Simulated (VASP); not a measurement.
Al, 17 atoms in the cell. The cell holds a slab with vacuum, 17 atoms: a = 5.714 Å, b = 8.080 Å, c = 19.743 Å, α = 90.00°, β = 90.00°, γ = 90.00°. 

* Program: VASP 6.6.1
* Task: single point
* Functional: PBE
* Potentials or basis: VASP PAW PBE potentials, release 64 (Al)
* Cutoff: 520 eV
* k mesh: 5 × 4 × 1
* Occupations: gaussian, width 0.1 eV
* Spin: no spin polarisation
* Dipole correction: yes
* Further INCAR settings: LREAL = Auto; ALGO = Normal; EDIFF = 1e-07; NBANDS = 40

Potentials or basis: VASP PAW PBE potentials, release 64 (Al).

Run with:

```sh
$ cat potpaw_PBE.64/Al/POTCAR > POTCAR
$ mpirun -np 1 vasp_std > vasp.out
```

Hardware: 1 thread of AMD EPYC 9R45 96-Core Processor (Zen 5), with other jobs on the host.

Question: Estimate the wall time of this run.

Answer: Run time: 7.3 min on 1 thread of AMD EPYC 9R45 96-Core Processor (Zen 5) (shared host), peak memory 0.75 GiB. Counts: scf iterations 26, k points 9.
